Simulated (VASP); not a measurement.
CdF2, 3 atoms in the cell. The structure is trigonal, space group R-3m (No. 166). The conventional cell has a = 4.271 Å, b = 4.271 Å, c = 7.427 Å, α = 90.00°, β = 90.00°, γ = 120.00°. Cd (site symmetry -3m) has 8 F at 1.86 to 2.54 Å within 2.6 Å. Within 2.6 Å of F (site symmetry 3m) lie 4 Cd at 1.86 to 2.54 Å.  This cell differs from its parent crystal: ratio of the length along [111] to the lengths across it x 0.71, volume and fractional coordinates fixed.

- Program: VASP 6.6.1
- Task: single point
- Functional: PBEsol
- Potentials or basis: VASP PAW PBE potentials, release 64 (Cd_sv_GW, F)
- Cutoff: 700 eV
- k mesh: 8 × 8 × 8
- Occupations: gaussian, width 0.05 eV
- Spin: no spin polarisation
- Dipole correction: no
- Further INCAR settings: ALGO = Normal; EDIFF = 1e-06; NBANDS = 24

Potentials or basis: VASP PAW PBE potentials, release 64 (Cd_sv_GW, F).

Command:

```console
$ cat potpaw_PBE.64/Cd_sv_GW/POTCAR potpaw_PBE.64/F/POTCAR > POTCAR
$ mpirun -np 1 vasp_std > vasp.out
```

Hardware: 1 thread of Intel(R) Xeon(R) Platinum 8259CL CPU @ 2.50GHz (Skylake/Cascade Lake) (shared host).

Q: Estimate the wall time of this run.

A: Wall time 98 s on 1 thread of Intel(R) Xeon(R) Platinum 8259CL CPU @ 2.50GHz (Skylake/Cascade Lake), with other jobs on the host, peak memory 0.25 GiB. Counts: scf iterations 14, k points 65.
